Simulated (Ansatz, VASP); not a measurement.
**ZnSn2N in VASP and in Ansatz**

```
CELL_PARAMETERS angstrom
3.26816 0.00000 0.00000
-1.63408 2.83031 0.00000
0.00000 0.00000 17.28626
ATOMIC_POSITIONS crystal
Zn 0.66667 0.33333 0.25000
Zn 0.33333 0.66667 0.75000
Sn 0.33333 0.66667 0.08677
Sn 0.66667 0.33333 0.91323
Sn 0.66667 0.33333 0.58677
Sn 0.33333 0.66667 0.41323
N 0.00000 0.00000 0.00000
N 0.00000 0.00000 0.50000
```

Alike in both runs: functional PBE; k mesh 5 × 5 × 1; occupations gaussian, width 0.2 eV; no spin polarisation.

Ansatz relaxed the structure, and its values are those at the end. VASP's run is a single point on that final structure, the one shown.

|  | VASP | Ansatz |
| --- | --- | --- |
| version | VASP 6.6.1 | Ansatz 0.2.0 |
| potentials or method | VASP PAW PBE potentials, release 64 (Zn, Sn_d, N), cutoff 520 eV | scalar-relativistic, plane waves, PAW |
| valence electrons in the cell | 90 | 90 |

Ansatz gave:

- gap on the k mesh at the Fermi level (eV): none
- pressure (GPa): 0.1
- rms of the force components (eV/Å): 0.003

Q: Estimate VASP's values.

A: gap on the k mesh at the Fermi level (eV): none; pressure (GPa): 0.1; rms of the force components (eV/Å): 0.007.

A gap of «none» marks a metal or a gap that the smearing closes. With one functional, cell and mesh, what is left measures potentials, basis and numerics.

The k mesh is coarse, so the values compare programs but aren't converged.
